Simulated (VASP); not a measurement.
Crystal: Si.

```
CELL_PARAMETERS angstrom
0.00000 2.72212 2.72212
2.72212 0.00000 2.72212
2.72212 2.72212 0.00000
ATOMIC_POSITIONS crystal
Si 0.25000 0.25000 0.25000
Si 0.00000 0.00000 0.00000
```

Program: VASP 6.6.1. Alike in all runs: task single point; potentials or basis VASP PAW PBE potentials, release 64 (Si); no spin polarisation; cell as given; k mesh 4 × 4 × 4; cutoff (eV) 520; smearing gaussian 0.01 eV. Hardware: 1 thread of AMD EPYC 7R13, with other jobs on the host.

Q: Order these runs on this cell by their wall time, lowest first.
A. level PBE
B. level r2SCAN
C. level HSE06; grid for exact exchange (PRECFOCK) Normal; screening parameter 0.2079 1/Å

A: A (9.6 s), B (36 s), C (250 s).

Caveats: all runs use coarse meshes.
